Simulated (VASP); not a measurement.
Input of a VASP 6.6.1 run:

File POSCAR:

```
Li2Se
1.0
    0.0000000000      2.9934588661      2.9934588661
    2.9934588661      0.0000000000      2.9934588661
    2.9934588661      2.9934588661      0.0000000000
Li Se
2 1
Direct
    0.2500000000      0.2500000000      0.2500000000
    0.7500000000      0.7500000000      0.7500000000
    0.0000000000      0.0000000000      0.0000000000
```

The input INCAR.step1:

```
SYSTEM = Li2Se
PREC = Accurate
ENCUT = 650
EDIFF = 1E-5
ISMEAR = 0
SIGMA = 0.01
LREAL = .FALSE.
LASPH = .TRUE.
NELM = 120
ALGO = Normal
ISIF = 2
LWAVE = .TRUE.
NBANDS = 13
GGA = PE
GGA_COMPAT = .FALSE.
```

File INCAR.step2:

```
SYSTEM = Li2Se
PREC = Accurate
ENCUT = 650
EDIFF = 1E-6
ISMEAR = 0
SIGMA = 0.01
LREAL = .FALSE.
LASPH = .TRUE.
NELM = 120
ALGO = Normal
ISIF = 2
LWAVE = .FALSE.
LCHARG = .TRUE.
GGA = PE
LHFCALC = .TRUE.
HFSCREEN = 0.2079
PRECFOCK = Normal
LELF = .TRUE.
LVHAR = .TRUE.
NBANDS = 13
ISTART = 1
GGA_COMPAT = .FALSE.
```

The input KPOINTS:

```
regular mesh
0
G
  4 4 4
  0 0 0
```

Potentials or basis: VASP PAW PBE potentials, release 64 (Li_sv, Se).

Run with:

```console
$ cat potpaw_PBE.64/Li_sv/POTCAR potpaw_PBE.64/Se/POTCAR > POTCAR
$ cp INCAR.step1 INCAR
$ mpirun -np 1 vasp_std > vasp.out
$ cp INCAR.step2 INCAR
$ mpirun -np 1 vasp_std > vasp.out
```

Problem. Estimate the pressure.

Solution. -0.5 GPa.

Problem. Estimate the band gap on the k mesh.

Solution. 3.83 eV (least direct gap 4.39 eV).

Caveat: the k points lie up to 0.45 Å⁻¹ apart; the PAW data sets were made with another functional, which shifts forces and pressure a little. A k mesh can miss the band edges.
